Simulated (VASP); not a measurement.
Runs of VASP 6.6.1 on Sr. The structure is that of space group I4/mmm (No. 139), or close to it. The cells are those of the table. 

```csv
cell,further INCAR settings,gap on the mesh (eV),pressure (GPa)
"a = 4.268 Å, angles 117.3, 117.3, 94.8°, 1 atom",ALGO = Fast; EDIFF = 1e-06; NBANDS = 11,none,-1.0
"a = 4.357 Å, angles 100.0, 100.0, 130.6°, 1 atom",ALGO = Fast; EDIFF = 1e-07; NBANDS = 11,none,(a)
"a = 4.304 Å, angles 101.5, 101.5, 126.9°, 1 atom",ALGO = Fast; EDIFF = 1e-07; NBANDS = 11,none,-0.5
"a = 4.209 Å, angles 112.1, 112.1, 104.2°, 1 atom",ALGO = Fast; EDIFF = 1e-06; NBANDS = 11,none,-1.1
"a = 4.207 Å, angles 107.3, 107.3, 113.9°, 1 atom",ALGO = Fast; EDIFF = 1e-07; NBANDS = 11,none,-1.1
"a = 4.233 Å, angles 114.7, 114.7, 99.4°, 1 atom",ALGO = Fast; EDIFF = 1e-06; NBANDS = 11,none,-1.0
"a = 4.224 Å, angles 105.4, 105.4, 118.0°, 1 atom",ALGO = Fast; EDIFF = 1e-06; NBANDS = 11,none,-1.0
"a = 4.255 Å, angles 103.5, 103.5, 122.2°, 1 atom",ALGO = Fast; EDIFF = 1e-06; NBANDS = 11,none,-0.8
```

Alike in all rows: task single point; level PBEsol; potentials or basis VASP PAW PBE potentials, release 64 (Sr_sv); no spin polarisation; k mesh 16 × 16 × 16; cutoff (eV) 520; smearing gaussian 0.15 eV.

Question: Estimate the missing entries.

Answer: (a) -0.1.

Caveats: the PAW data sets were made with another functional, which shifts forces and pressure a little; the stress differs along the axes, from -3 to 5 GPa (at least some runs).

A k mesh can miss the band edges, and the runs leave out spin-orbit coupling on Sr.

A gap of «none» marks levels without a gap at the run's occupations.
